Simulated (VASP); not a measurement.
Wanted: the native input for a VASP 6.6.1 run.

| Property | Result |
| --- | --- |
| Task | single point |
| Functional | PBE |
| Potentials or basis | VASP PAW PBE potentials, release 64 (Ag, Cl) |
| Cutoff | 520 eV |
| k mesh | 10 × 10 × 10 |
| Occupations | gaussian, width 0.05 eV |
| Spin | no spin polarisation |
| Dipole correction | no |
| Further INCAR settings | ALGO = Normal; EDIFF = 1e-07; NBANDS = 16 |

The structure of AgCl lies in POSCAR:

```
AgCl
1.0
    0.0000000000      2.6864316754      2.9550748429
    2.6864316754      0.0000000000      2.9550748429
    2.6864316754      2.6864316754      0.0000000000
Ag Cl
1 1
Direct
    0.5000000000      0.5000000000      0.5000000000
    0.0000000000      0.0000000000      0.0000000000
```

This cell differs from its parent crystal: ratio of the length along z to the lengths across it x 1.1, volume and fractional coordinates fixed.

One way to write it, as run:

INCAR

```
PREC = Accurate
ENCUT = 520
EDIFF = 1E-7
ISMEAR = 0
SIGMA = 0.05
LREAL = False
LASPH = True
NELM = 60
ALGO = Normal
ISIF = 2
LWAVE = False
LCHARG = True
GGA = PE
LELF = True
LVHAR = True
NBANDS = 16
```

KPOINTS

```
regular mesh
0
Gamma
  10 10 10
```

Potentials or basis: VASP PAW PBE potentials, release 64 (Ag, Cl).

Run with:

```sh
$ cat potpaw_PBE.64/Ag/POTCAR potpaw_PBE.64/Cl/POTCAR > POTCAR
$ mpirun -np 1 vasp_std > vasp.out
```

Results of the run:

* Pressure: 2.3 GPa
* Band gap on the k mesh: 0.65 eV (least direct gap 3.16 eV)

Caveat: semilocal functionals underestimate gaps, and a narrow one can read as zero.

Wall time 32 s on 1 thread of Intel(R) Xeon(R) 6975P-C (Granite Rapids), on a shared host, peak memory 0.2 GiB.
